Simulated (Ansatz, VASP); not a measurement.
MgF2: VASP beside Ansatz

The input POSCAR:

```
MgF2
1.0
    4.5753260370      0.0000000000      0.0000000000
    0.0000000000      4.5753260370      0.0000000000
    0.0000000000      0.0000000000      3.0153406361
Mg F
2 4
Direct
    0.0000000000      0.0000000000      0.0000000000
    0.5000000000      0.5000000000      0.5000000000
    0.3029506050      0.3029506050      0.0000000000
    0.1970493950      0.8029506050      0.5000000000
    0.6970493950      0.6970493950      0.0000000000
    0.8029506050      0.1970493950      0.5000000000
```

INCAR.step1

```
PREC = Accurate ; ENCUT = 660
ISMEAR = 0 ; SIGMA = 0.01
LREAL = F ; LASPH = T
NELM = 120 ; NBANDS = 25
GGA = PE ; ALGO = Normal
EDIFF = 1E-5 ; LWAVE = T
LCHARG = F ; GGA_COMPAT = F
```

The input INCAR.step2:

```
PREC = Accurate ; ENCUT = 660
EDIFF = 1E-6 ; ISMEAR = 0
SIGMA = 0.01 ; LREAL = F
LASPH = T ; NELM = 120
ALGO = Normal ; ISIF = 2
LWAVE = F ; LCHARG = F
METAGGA = R2SCAN ; LMIXTAU = T
NBANDS = 25 ; ISTART = 1
GGA_COMPAT = F
```

KPOINTS

```
Automatic mesh
0
Gamma
  4 4 8
```

Input for Ansatz:

```yaml
crystal:
  lattice:
    - [4.575326037, 0.0, 0.0]
    - [0.0, 4.575326037, 0.0]
    - [0.0, 0.0, 3.0153406361]
  atoms:
    - { symbol: Mg, position: [0.0, 0.0, 0.0] }
    - { symbol: Mg, position: [0.5, 0.5, 0.5] }
    - { symbol: F, position: [0.302950605, 0.302950605, 0.0] }
    - { symbol: F, position: [0.197049395, 0.802950605, 0.5] }
    - { symbol: F, position: [0.697049395, 0.697049395, 0.0] }
    - { symbol: F, position: [0.802950605, 0.197049395, 0.5] }
kpoints:
  mp_grid: { grid: [4, 4, 8] }
hamiltonian:
  xc: r2scan
scf:
  occupations: { method: fixed }
  n_extra_bands: 5
output:
  forces: true
  stress: true
  eigenvalues: true
```

Alike in both runs: task single point; functional r2SCAN; k mesh 4 × 4 × 8; no spin polarisation.

|  | VASP | Ansatz |
| --- | --- | --- |
| version | VASP 6.6.1 | Ansatz 0.2.0 |
| potentials or method | VASP PAW PBE potentials, release 64 (Mg, F) | plane waves, PAW |
| plane-wave cutoff (eV) | 660 | 500 |
| occupations | gaussian, width 0.01 eV | fixed |
| valence electrons in the cell | 32 | 48 |

```tsv
	VASP	Ansatz	Ansatz less VASP
gap on the k mesh at the Fermi level (eV)	8.26	8.29	+0.036
pressure (GPa)	2.0	3.5	+1.49
traceless stress, the component that is largest in VASP (GPa)	0.23	0.32	+0.090
rms of the force components (eV/Å)	0.020	0.023	+0.0036
```

VASP's potentials were made for PBE, not for r2SCAN. Atom by atom the forces differ by 0.004 eV/Å (rms over components). VASP's potentials hold 32 valence electrons a cell and Ansatz's 48, so a difference there can come from the potentials and not from the codes.
